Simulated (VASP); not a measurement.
# RbBr in VASP: further runs, part 2 of 2

VASP 6.6.1.

## (3) Single point, HSE06 (uniaxial x strain -1.5%)

Input file POSCAR:

```
RbBr
1.0
    0.0000000000      3.4608258933      3.4608258933
    3.4089135049      0.0000000000      3.4608258933
    3.4089135049      3.4608258933      0.0000000000
Rb Br
1 1
Direct
    0.0000000000      0.0000000000      0.0000000000
    0.5000000000      0.5000000000      0.5000000000
```

Input file INCAR.step1:

```
  PREC = Accurate
  ENCUT = 520
  EDIFF = 1E-5
  ISMEAR = 0
  SIGMA = 0.01
  LREAL = F
  LASPH = T
  NELM = 80
  ALGO = Normal
  ISIF = 2
  LWAVE = T
  GGA = PE
  NBANDS = 15
```

Input file INCAR.step2:

```
  PREC = Accurate
  ENCUT = 520
  EDIFF = 1E-6
  ISMEAR = 0
  SIGMA = 0.01
  LREAL = F
  LASPH = T
  NELM = 80
  ALGO = Normal
  ISIF = 2
  LWAVE = F
  LCHARG = T
  GGA = PE
  LHFCALC = T
  HFSCREEN = 0.2079
  PRECFOCK = Normal
  LELF = T
  LVHAR = T
  ISTART = 1
  NBANDS = 15
```

Input file KPOINTS:

```
regular mesh
0
Gamma
  4 4 4
```

Potentials or basis: VASP PAW PBE potentials, release 64 (Rb_sv, Br).

Started as:

```bash
cat potpaw_PBE.64/Rb_sv/POTCAR potpaw_PBE.64/Br/POTCAR > POTCAR
cp INCAR.step1 INCAR
mpirun -np 1 vasp_std > vasp.out
cp INCAR.step2 INCAR
mpirun -np 1 vasp_std > vasp.out
```

OUTCAR:

```text
PREC = Accurate
   ENCUT = 520
   EDIFF = 1E-6
   ISMEAR = 0
   LREAL = F
   LASPH = T
   NELM = 80
   ISIF = 2
   GGA = PE
   LHFCALC = T
   HFSCREEN = 0.2079
   PRECFOCK = Normal
   ISTART = 1

 ion  position               nearest neighbor table
   1  0.000  0.000  0.000-   2 3.41   2 3.41   2 3.46   2 3.46   2 3.46   2 3.46
   2  0.500  0.500  0.500-   1 3.41   1 3.41   1 3.46   1 3.46   1 3.46   1 3.46

  LATTYP: Found a body centered tetragonal cell.
 ALAT       =     4.8943469153
 C/A-ratio  =     1.3930003589

  Lattice vectors:

 A1 = (  -3.4089135049,   0.0000000000,  -3.4608258933)
 A2 = (  -3.4089135049,   0.0000000000,   3.4608258933)
 A3 = (   3.4089135049,   3.4608258933,   0.0000000000)

Analysis of symmetry for initial positions (statically):
=====================================================================
 Subroutine PRICEL returns:
 Original cell was already a primitive cell.

 Routine SETGRP: Setting up the symmetry group for a
 body centered tetragonal supercell.

 Subroutine GETGRP returns: Found 16 space group operations
 (whereof 16 operations were pure point group operations)
 out of a pool of 16 trial point group operations.

The static configuration has the point symmetry D_4h.

Analysis of symmetry for dynamics (positions and initial velocities):
=====================================================================
 Subroutine PRICEL returns:
 Original cell was already a primitive cell.

 Routine SETGRP: Setting up the symmetry group for a
 body centered tetragonal supercell.

 Subroutine GETGRP returns: Found 16 space group operations
 (whereof 16 operations were pure point group operations)
 out of a pool of 16 trial point group operations.

The dynamic configuration has the point symmetry D_4h.

 Subroutine INISYM returns: Found 16 space group operations
 (whereof 16 operations are pure point group operations),
[... 118 lines left out ...]
   HFSCREENC=   0.2079 screening length for correlation (either q_TF or 0.3 A-1)
   ENCUTFOCK=  -1.0 apply spherical cutoff to Coloumb kernel
   IVDW    =     0    specifies the selected vdW correction
   LEPSILON=     F    determine dielectric tensor
   LRPA    =     F    only Hartree local field effects (RPA)
 non-spin polarized calculation
 Gauss-broadening in eV      SIGMA  =   0.01
  energy-cutoff  :      520.00
  volume of cell :       81.66
 maximum number of plane-waves:      2218
  NGX = 28; NGY = 28; NGZ = 28

 number of electron      15.9999998 magnetization

 Free energy of the ion-electron system (eV)
  ---------------------------------------------------
  ext. energy  EPLUGINS =         0.00000000
  ---------------------------------------------------
  free energy    TOTEN  =        -7.06784140 eV

  energy without entropy =       -7.06784140  energy(sigma->0) =       -7.06784140

 E-fermi :  -2.5357     XC(G=0):  -6.0313

 val. band max:       -2.6693857284   @ k =   0.0000   0.0000   0.0000
 cond. band min:       2.8022887565   @ k =   0.0000   0.0000   0.0000
 fundamental gap:      5.4716744848
 Fermi energy:        -2.5356654774

 k-point     1 :       0.0000    0.0000    0.0000
  band No.  band energies     occupation
      1     -28.7999      2.00000
      2     -15.8673      2.00000
      3     -11.7168      2.00000
      4     -11.7126      2.00000
      5     -11.7126      2.00000
      6      -2.6854      2.00000
      7      -2.6854      2.00000
      8      -2.6694      2.00000
      9       2.8023      0.00000
     10       5.8273      0.00000
     11       5.8273      0.00000
     12       5.9177      0.00000
     13       6.7796      0.00000
     14       6.8658      0.00000
[... 203 lines left out ...]
      2     -15.8062      2.00000
      3     -11.9002      2.00000
      4     -11.7882      2.00000
      5     -11.7882      2.00000
      6      -3.1574      2.00000
      7      -2.8615      2.00000
      8      -2.8615      2.00000
      9       4.0744      0.00000
     10       5.6989      0.00000
     11       7.7132      0.00000
     12       7.9523      0.00000
     13       8.1733      0.00000
     14       9.5932      0.00000
     15       9.5932      0.00000

------------------------ aborting loop because EDIFF is reached ----------------------------------------

  FORCE on cell =-STRESS in cart. coord.  units (eV):
  Direction    XX          YY          ZZ          XY          YZ          ZX
  --------------------------------------------------------------------------------------
  -------------------------------------------------------------------------------------
  Total        0.4420934      0.1981981      0.1981981     -0.0000000      0.0000000     -0.0000000
  in kB        8.6739950      3.8887019      3.8887019     -0.0000000      0.0000000     -0.0000000
  external PRESSURE =       5.4837996 kB  Pullay stress =       0.0000000 kB

 VOLUME and BASIS-vectors are now :
 -----------------------------------------------------------------------------
  energy-cutoff  :      520.00
  volume of cell :       81.66
      direct lattice vectors                 reciprocal lattice vectors
     0.000000000  3.460825893  3.460825893    -0.146674299  0.144474185  0.144474185
     3.408913505  0.000000000  3.460825893     0.146674299 -0.144474185  0.144474185
     3.408913505  3.460825893  0.000000000     0.146674299  0.144474185 -0.144474185

 POSITION                                       TOTAL-FORCE (eV/Angst)
 -----------------------------------------------------------------------------------
      0.00000      0.00000      0.00000        -0.000000      0.000000      0.000000
      3.40891      3.46083      3.46083         0.000000     -0.000000      0.000000
 -----------------------------------------------------------------------------------
    total drift:                               -0.000001      0.000000      0.000000

  FREE ENERGIE OF THE ION-ELECTRON SYSTEM (eV)
  ---------------------------------------------------
  free  energy   TOTEN  =        -7.0678413993 eV

  energy  without entropy=       -7.0678413993  energy(sigma->0) =       -7.06784140
```

OSZICAR.step1:

```text
N       E                     dE             d eps       ncg     rms          rms(c)
DAV:   1     0.850494725148E+02    0.85049E+02   -0.67283E+03   390   0.923E+02
DAV:   2     0.126993009851E+00   -0.84922E+02   -0.77807E+02   496   0.160E+02
DAV:   3    -0.614027454991E+01   -0.62673E+01   -0.62440E+01   530   0.461E+01
DAV:   4    -0.632365633075E+01   -0.18338E+00   -0.18335E+00   599   0.744E+00
DAV:   5    -0.632483711699E+01   -0.11808E-02   -0.11808E-02   516   0.641E-01    0.285E+00
DAV:   6    -0.610666047200E+01    0.21818E+00   -0.26924E-01   509   0.235E+00    0.188E+00
DAV:   7    -0.608984210291E+01    0.16818E-01   -0.12617E-01   516   0.172E+00    0.953E-01
DAV:   8    -0.610169202798E+01   -0.11850E-01   -0.13881E-02   412   0.689E-01    0.109E-01
DAV:   9    -0.610207329484E+01   -0.38127E-03   -0.62397E-04   530   0.127E-01    0.708E-02
DAV:  10    -0.610251573038E+01   -0.44244E-03   -0.61695E-04   404   0.132E-01    0.310E-02
DAV:  11    -0.610251410560E+01    0.16248E-05   -0.37321E-05   488   0.299E-02
   1 F= -.61025141E+01 E0= -.61025141E+01  d E =-.143432E-15
```

Run time: 13 min. Hardware: 1 thread of AMD EPYC 7R43 (Zen 3), shared host; peak memory 0.29 GiB.

What came out:

```yaml
Free_energy: -7.0678 eV
Pressure: 0.5 GPa
Band_gap_on_the_k_mesh: 5.47 eV
```

Stress tensor (GPa, compression positive):
```
0.87 0.00 0.00
0.00 0.39 0.00
0.00 0.00 0.39
```

Levels at points of the mesh, in eV from the valence-band top:
```csv
k point,band 6,band 7,band 8,band 9,band 10,band 11
"(0.00, 0.00, 0.00)",-0.02,-0.02,0.00,5.47,8.50,8.50
"(0.50, 0.00, 0.00)",-1.01,-0.37,-0.36,7.91,8.91,10.85
"(0.50, 0.50, 0.00)",-0.52,-0.18,-0.17,6.77,8.35,10.32
"(0.00, 0.50, 0.50)",-0.49,-0.19,-0.19,6.74,8.37,10.38
```

Caveat: the cell differs from its parent crystal (uniaxial x strain -1.5%); the PAW data sets were made with another functional, which shifts forces and pressure a little.

## (4) Single point, HSE06 (strain along [111] +2.5%)

Input file POSCAR:

```
RbBr
1.0
    0.0576804316      3.5185063249      3.5185063249
    3.5185063249      0.0576804316      3.5185063249
    3.5185063249      3.5185063249      0.0576804316
Rb Br
1 1
Direct
    0.0000000000      0.0000000000      0.0000000000
    0.5000000000      0.5000000000      0.5000000000
```

Input file INCAR.step1:

```
SYSTEM = RbBr
ALGO     = Normal         ! electronic algorithm
EDIFF    = 1E-5           ! SCF threshold, eV
ENCUT    = 520            ! plane-wave cutoff, eV
GGA      = PE             ! functional
ISIF     = 2              ! what is computed and relaxed
ISMEAR   = 0              ! smearing method
LASPH    = .TRUE.         ! aspherical terms in the spheres
LREAL    = .FALSE.        ! projectors in reciprocal space
LWAVE    = .TRUE.         ! write WAVECAR
NBANDS   = 15             ! bands
NELM     = 60             ! most SCF steps
PREC     = Accurate       ! precision mode
SIGMA    = 0.01           ! smearing width, eV
```

Input file INCAR.step2:

```
SYSTEM = RbBr
ALGO     = Normal         ! electronic algorithm
EDIFF    = 1E-6           ! SCF threshold, eV
ENCUT    = 520            ! plane-wave cutoff, eV
GGA      = PE             ! functional
HFSCREEN = 0.2079         ! screening, 1/A
ISIF     = 2              ! what is computed and relaxed
ISMEAR   = 0              ! smearing method
ISTART   = 1            
LASPH    = .TRUE.         ! aspherical terms in the spheres
LCHARG   = .TRUE.         ! write CHGCAR
LELF     = .TRUE.         ! ELF
LHFCALC  = .TRUE.         ! exact exchange
LREAL    = .FALSE.        ! projectors in reciprocal space
LVHAR    = .TRUE.       
LWAVE    = .FALSE.        ! write WAVECAR
NBANDS   = 15             ! bands
NELM     = 60             ! most SCF steps
PREC     = Accurate       ! precision mode
PRECFOCK = Normal       
SIGMA    = 0.01           ! smearing width, eV
```

Input file KPOINTS:

```
k-points
0
G
  4 4 4
  0 0 0
```

Potentials or basis: VASP PAW PBE potentials, release 64 (Rb_sv, Br).

Started as:

```bash
cat potpaw_PBE.64/Rb_sv/POTCAR potpaw_PBE.64/Br/POTCAR > POTCAR
cp INCAR.step1 INCAR
mpirun -np 1 vasp_std > vasp.out
cp INCAR.step2 INCAR
mpirun -np 1 vasp_std > vasp.out
```

OUTCAR:

```text
SYSTEM = RbBr
   EDIFF = 1E-6
   ENCUT = 520
   GGA = PE
   HFSCREEN = 0.2079
   ISIF = 2
   ISMEAR = 0
   ISTART = 1
   LASPH = .TRUE.
   LHFCALC = .TRUE.
   LREAL = .FALSE.
   NELM = 60
   PREC = Accurate
   PRECFOCK = Normal

 ion  position               nearest neighbor table
   1  0.000  0.000  0.000-   2 3.49   2 3.49   2 3.49   2 3.49   2 3.49   2 3.49
   2  0.500  0.500  0.500-   1 3.49   1 3.49   1 3.49   1 3.49   1 3.49   1 3.49

  LATTYP: Found a trigonal (rhomboedric) cell.
[... 422 lines left out ...]

  FORCE on cell =-STRESS in cart. coord.  units (eV):
  Direction    XX          YY          ZZ          XY          YZ          ZX
  --------------------------------------------------------------------------------------
  -------------------------------------------------------------------------------------
  Total       -0.0097028     -0.0097028     -0.0097028     -0.0397704     -0.0397704     -0.0397704
  in kB       -0.1829422     -0.1829422     -0.1829422     -0.7498551     -0.7498551     -0.7498551
  external PRESSURE =      -0.1829422 kB  Pullay stress =       0.0000000 kB

 VOLUME and BASIS-vectors are now :
 -----------------------------------------------------------------------------
  energy-cutoff  :      520.00
  volume of cell :       84.98
      direct lattice vectors                 reciprocal lattice vectors
     0.057680432  3.518506325  3.518506325    -0.145648772  0.143299598  0.143299598
     3.518506325  0.057680432  3.518506325     0.143299598 -0.145648772  0.143299598
     3.518506325  3.518506325  0.057680432     0.143299598  0.143299598 -0.145648772

 POSITION                                       TOTAL-FORCE (eV/Angst)
 -----------------------------------------------------------------------------------
      0.00000      0.00000      0.00000         0.000000     -0.000000      0.000000
      3.54735      3.54735      3.54735        -0.000000      0.000000     -0.000000
 -----------------------------------------------------------------------------------
    total drift:                                0.000000     -0.000000      0.000000

  FREE ENERGIE OF THE ION-ELECTRON SYSTEM (eV)
  ---------------------------------------------------
  free  energy   TOTEN  =        -7.0734761186 eV

  energy  without entropy=       -7.0734761186  energy(sigma->0) =       -7.07347612
```

It took 12 min on 1 thread of AMD EPYC 7R43 (Zen 3), shared host; peak memory 0.31 GiB.

What came out:

- Free energy: -7.0735 eV
- Pressure: 0.0 GPa
- Band gap on the k mesh: 5.36 eV

Levels at points of the mesh, in eV from the valence-band top:
```tsv
k point	band 4	band 5	band 6	band 7	band 8	band 9	band 10	band 11	band 12	band 13
(0.00, 0.00, 0.00)	-9.14	-9.14	-0.04	0.00	0.00	5.36	8.37	8.56	8.56	9.44
(0.50, 0.00, 0.00)	-9.14	-9.10	-0.94	-0.37	-0.32	7.80	8.77	10.64	10.83	11.14
(0.50, 0.50, 0.00)	-9.20	-9.20	-0.50	-0.20	-0.16	6.78	8.19	10.12	10.50	10.64
(0.50, 0.50, 0.50)	-9.14	-9.08	-0.95	-0.30	-0.30	7.79	8.67	10.66	10.66	11.30
```

Caveat: the cell differs from its parent crystal (strain along [111] +2.5%); the PAW data sets were made with another functional, which shifts forces and pressure a little.

## (5) The runs side by side

| level | cell | k mesh | smearing | grid for exact exchange (PRECFOCK) | share of exact exchange | screening parameter | gap on the mesh (eV) | pressure (GPa) |
| --- | --- | --- | --- | --- | --- | --- | --- | --- |
| PBE | a = 4.894, b = 4.858, c = 4.858 Å, angles 60.5, 59.8, 59.8°, 2 atoms | 6 × 6 × 6 | fermi-dirac 0.02 eV | - | - | - | 4.31 | 0.8 |
| HSE06 | a = 4.894, b = 4.858, c = 4.858 Å, angles 60.5, 59.8, 59.8°, 2 atoms | 4 × 4 × 4 | gaussian 0.01 eV | Normal | 0.25 | 0.2079 1/Å | 5.47 | 0.5 |
| HSE06 | a = 4.976 Å, angles 58.9°, 2 atoms | 4 × 4 × 4 | gaussian 0.01 eV | Normal | 0.25 | 0.2079 1/Å | 5.36 | 0.0 |

Alike in all rows: task single point; potentials or basis VASP PAW PBE potentials, release 64 (Rb_sv, Br); no spin polarisation; cutoff (eV) 520.

Caveats: the PAW data sets were made with another functional, which shifts forces and pressure a little (at least some runs).

Total energies depend on the potentials used, so only differences within one code and one set of settings carry meaning.
